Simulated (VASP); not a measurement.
Input of a VASP 6.6.1 run:

The input POSCAR:

```
SrCl2
1.0
    2.0857437711      1.2042047277      6.1350482906
   -2.0857437711      1.2042047277      6.1350482906
    0.0000000000     -2.4084094554      6.1350482906
Sr Cl
1 2
Direct
    0.0002014277      0.0002014277      0.0002014277
    0.4227725669      0.4227725669      0.4227725669
    0.2436926721      0.2436926721      0.2436926721
```

File INCAR.step1:

```
SYSTEM = SrCl2
PREC = Accurate
ENCUT = 520
ISMEAR = 0
SIGMA = 0.01
LREAL = .FALSE.
LASPH = .TRUE.
NELM = 100
NBANDS = 19
GGA = PE
ALGO = Normal
EDIFF = 1E-4
LWAVE = .TRUE.
LCHARG = .FALSE.
```

File INCAR.step2:

```
SYSTEM = SrCl2
PREC = Accurate
ENCUT = 520
EDIFF = 1E-7
ISMEAR = 0
SIGMA = 0.01
LREAL = .FALSE.
LASPH = .TRUE.
NELM = 100
ALGO = Normal
ISIF = 2
LWAVE = .FALSE.
LCHARG = .TRUE.
METAGGA = R2SCAN
LMIXTAU = .TRUE.
LELF = .TRUE.
LVHAR = .TRUE.
NBANDS = 19
ISTART = 1
```

KPOINTS

```
Automatic mesh
0
G
  6 6 6
  0 0 0
```

Potentials or basis: VASP PAW PBE potentials, release 64 (Sr_sv, Cl).

Command:

```sh
$ cat potpaw_PBE.64/Sr_sv/POTCAR potpaw_PBE.64/Cl/POTCAR > POTCAR
$ cp INCAR.step1 INCAR
$ mpirun -np 1 vasp_std > vasp.out
$ cp INCAR.step2 INCAR
$ mpirun -np 1 vasp_std > vasp.out
```

Question: Estimate the band gap on the k mesh.

Answer: 4.88 eV, direct.

Question: What does it give for the pressure?

Answer: 0.7 GPa.

Question: What does it give for the largest force?

Answer: 0.008 eV/Å.

Forces on the atoms (eV/Å):
```
Sr   0.000  0.000 -0.001
Cl   0.000  0.000  0.008
Cl   0.000  0.000 -0.007
```

Caveat: the PAW data sets were made with another functional, which shifts forces and pressure a little. r2SCAN opens gaps a little over a GGA but as a rule still falls short of measured ones.
